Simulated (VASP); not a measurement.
Input of a VASP 6.6.1 run:

Contents of INCAR:

```
PREC     = Accurate       # precision mode
ENCUT    = 520            # plane-wave cutoff, eV
EDIFF    = 1E-7           # SCF threshold, eV
ISMEAR   = -1             # smearing method
SIGMA    = 0.1            # smearing width, eV
LREAL    = False          # projectors in reciprocal space
LASPH    = True           # aspherical terms in the spheres
NELM     = 80             # most SCF steps
ALGO     = Normal         # electronic algorithm
ISIF     = 2              # what is computed and relaxed
LWAVE    = False          # write WAVECAR
LCHARG   = False          # write CHGCAR
GGA      = PE             # functional
NBANDS   = 21             # bands
```

KPOINTS

```
regular mesh
0
Gamma
  12 8 12
```

POSCAR

```
Pb
1.0
   -2.5197432837      2.5197432837      0.0000000000
    0.0000000000      0.0000000000      5.0394865674
    2.5197432837      2.5197432837      0.0000000000
Pb
2
Direct
    0.0000000000      0.0000000000      0.0000000000
    0.5000000000      0.5000000000      0.5000000000
```

Potentials or basis: VASP PAW PBE potentials, release 64 (Pb_d).

Command:

```console
$ cat potpaw_PBE.64/Pb_d/POTCAR > POTCAR
$ mpirun -np 1 vasp_std > vasp.out
```

(1) Predict the pressure.

(2) Estimate the band gap on the k mesh.

Results:

(1) 0.0 GPa.

(2) zero (bands 14 and 15 overlap by 4.30 eV).

Caveat: spin-orbit coupling is left out, which moves the levels of the heavy elements.
